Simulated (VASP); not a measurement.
# Ca: relaxation of cell and atoms with PBEsol

Ca:

```
CELL_PARAMETERS angstrom
-2.09649 2.10173 2.44535
2.09649 -2.10173 2.44535
2.09649 2.10173 -2.44535
ATOMIC_POSITIONS crystal
Ca 0.50000 0.50000 0.00000
```

```
Program                : VASP 6.6.1
Task                   : relaxation of cell and atoms
Functional             : PBEsol
Potentials or basis    : VASP PAW PBE potentials, release 64 (Ca_sv)
Cutoff                 : 600 eV
k mesh                 : 14 × 14 × 14
Occupations            : gaussian, width 0.1 eV
Spin                   : no spin polarisation
Dipole correction      : no
Further INCAR settings : ALGO = Normal; EDIFF = 1e-07; IBRION = 2; EDIFFG = -0.005; NSW = 100; ISIF = 3
```

The relaxed volume is 40.66 Å³/atom. The relaxed cell is a = 3.859 Å, b = 3.859 Å, c = 3.859 Å, α = 119.99°, β = 119.97°, γ = 90.04° and the space group after relaxing (to 0.05 Å) is Fm-3m (No. 225). The energy gained by relaxing is 18.4 meV/atom. The ionic steps are 17, the pressure after relaxing is 0.0 GPa and the band gap on the k mesh is zero (band 5 reaches 2.17 eV, above the bottom of band 6 at 1.91 eV).

Step by step:
```csv
step,energy change (eV),largest force (eV/Å),pressure (GPa),volume (Å³)
1,0.0000,0.0000,-0.96,43.10
2,-0.0070,0.0000,-0.38,41.50
3,-0.0083,0.0000,0.00,40.58
4,-0.0083,0.0000,0.03,40.52
5,-0.0086,0.0000,0.03,40.52
6,-0.0095,0.0000,0.04,40.52
7,-0.0114,0.0000,0.05,40.49
8,-0.0152,0.0000,0.12,40.37
9,-0.0163,0.0000,0.35,39.86
10,-0.0177,0.0000,0.22,40.15
11,-0.0177,0.0000,0.28,40.03
12,-0.0180,0.0000,0.12,40.38
13,-0.0180,0.0000,0.11,40.40
14,-0.0182,0.0000,0.07,40.47
15,-0.0184,0.0000,-0.02,40.69
16,-0.0184,0.0000,-0.01,40.69
17,-0.0184,0.0000,-0.01,40.66
```

Final structure:
```
CELL_PARAMETERS angstrom
-1.93005 1.93065 2.72815
1.93005 -1.93065 2.72815
1.93005 1.93065 -2.72815
ATOMIC_POSITIONS crystal
Ca 0.50000 0.50000 0.00000
```

Levels at points of the mesh, in eV from the Fermi level:
| k point | band 3 | band 4 | band 5 | band 6 | band 7 | band 8 |
| --- | --- | --- | --- | --- | --- | --- |
| (0.00, 0.00, 0.00) | -22.74 | -22.74 | -4.09 | 2.38 | 2.38 | 2.38 |
| (0.50, 0.00, 0.00) | -22.76 | -22.76 | -1.01 | -0.12 | 2.26 | 2.26 |
| (0.00, 0.50, 0.00) | -22.76 | -22.76 | -1.01 | -0.12 | 2.26 | 2.27 |
| (0.50, 0.50, 0.00) | -22.80 | -22.79 | -0.49 | 0.55 | 1.04 | 4.23 |
| (0.50, 0.50, 0.50) | -22.80 | -22.80 | -0.49 | 0.55 | 1.04 | 4.23 |

Wall time 18 min on 1 thread of Intel(R) Xeon(R) Platinum 8259CL CPU @ 2.50GHz (Skylake/Cascade Lake) (shared host), peak memory 0.4 GiB.

Caveat: the PAW data sets were made with another functional, which shifts forces and pressure a little.
